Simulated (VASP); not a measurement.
Runs of VASP 6.6.1 on MoS. The structure is that of space group F-43m (No. 216), or close to it. The cells are those of the table. 

```csv
level,potentials or basis,cell,k mesh,gap on the mesh (eV),pressure (GPa),moment (μB)
r2SCAN,"VASP PAW PBE potentials, release 64 (Mo_sv, S)","a = 3.761 Å, angles 60.0°, 2 atoms",12 × 12 × 12,none,-0.5,(b)
PBE,"VASP PAW PBE potentials, release 64 (Mo_sv, S)","a = 3.899 Å, angles 60.0°, 2 atoms",6 × 6 × 6,none,-9.2,0.99
r2SCAN,"VASP PAW PBE potentials, release 64 (Mo_sv, S)","a = 3.736 Å, angles 60.0°, 2 atoms",12 × 12 × 12,none,(a),0.00
LDA,"VASP PAW LDA potentials, release 64 (Mo_sv, S)","a = 3.787 Å, angles 60.0°, 2 atoms",12 × 12 × 12,none,-8.4,0.00
r2SCAN,"VASP PAW PBE potentials, release 64 (Mo_sv, S)","a = 3.774 Å, angles 60.0°, 2 atoms",12 × 12 × 12,none,-1.9,0.00
```

Alike in all rows: task single point; spin collinear; cutoff (eV) 520; smearing gaussian 0.05 eV.

**Question.** Fill in the values left out.

**Answer.** (a) 2.5; (b) 0.02.

Caveats: the PAW data sets were made with another functional, which shifts forces and pressure a little (at least some runs); the cell stands under tension (at least some runs).

A k mesh can miss the band edges, and the runs leave out spin-orbit coupling on Mo.

A gap of «none» marks levels without a gap at the run's occupations.
